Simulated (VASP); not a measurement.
Wanted: the native input for a VASP 6.6.1 run.

```
Task                   : single point
Functional             : r2SCAN
Potentials or basis    : VASP PAW PBE potentials, release 64 (Zr_sv)
Cutoff                 : 520 eV
k mesh                 : 13 × 13 × 13
Occupations            : fermi-dirac, width 0.1 eV
Spin                   : no spin polarisation
Dipole correction      : no
Further INCAR settings : ALGO = Normal; EDIFF = 1e-06; NBANDS = 12
```

Zr:

```
Zr
1.0
     0.00000    2.24937    2.24937
     2.24937    0.00000    2.24937
     2.24937    2.24937    0.00000
Zr
1
Direct
  0.00000 0.00000 0.00000
```

This isn't the form of Zr at room conditions, which is hcp.

These files were run (other wordings do the same):

POSCAR

```
Zr
1.0
    0.0000000000      2.2493720909      2.2493720909
    2.2493720909      0.0000000000      2.2493720909
    2.2493720909      2.2493720909      0.0000000000
Zr
1
Direct
    0.0000000000      0.0000000000      0.0000000000
```

INCAR.step1

```
SYSTEM = Zr
PREC = Accurate
ENCUT = 520
ISMEAR = -1
SIGMA = 0.1
LREAL = .False.
LASPH = .True.
NELM = 100
NBANDS = 12
GGA = PE
ALGO = Normal
EDIFF = 1E-4
LWAVE = .True.
LCHARG = .False.
```

INCAR.step2

```
SYSTEM = Zr
PREC = Accurate
ENCUT = 520
EDIFF = 1E-6
ISMEAR = -1
SIGMA = 0.1
LREAL = .False.
LASPH = .True.
NELM = 100
ALGO = Normal
ISIF = 2
LWAVE = .False.
LCHARG = .False.
METAGGA = R2SCAN
LMIXTAU = .True.
NBANDS = 12
ISTART = 1
```

KPOINTS

```
Automatic mesh
0
Gamma
  13 13 13
  0 0 0
```

Potentials or basis: VASP PAW PBE potentials, release 64 (Zr_sv).

Launch:

```console
$ cat potpaw_PBE.64/Zr_sv/POTCAR > POTCAR
$ cp INCAR.step1 INCAR
$ mpirun -np 1 vasp_std > vasp.out
$ cp INCAR.step2 INCAR
$ mpirun -np 1 vasp_std > vasp.out
```

It gave:

| Property | Result |
| --- | --- |
| Pressure | 2.6 GPa |
| Band gap on the k mesh | zero (bands 6 and 7 overlap by 1.76 eV) |

Caveat: the PAW data sets were made with another functional, which shifts forces and pressure a little.

It took 27 s on 1 thread of Intel(R) Xeon(R) 6975P-C (Granite Rapids), with other jobs on the host, peak memory 0.15 GiB.
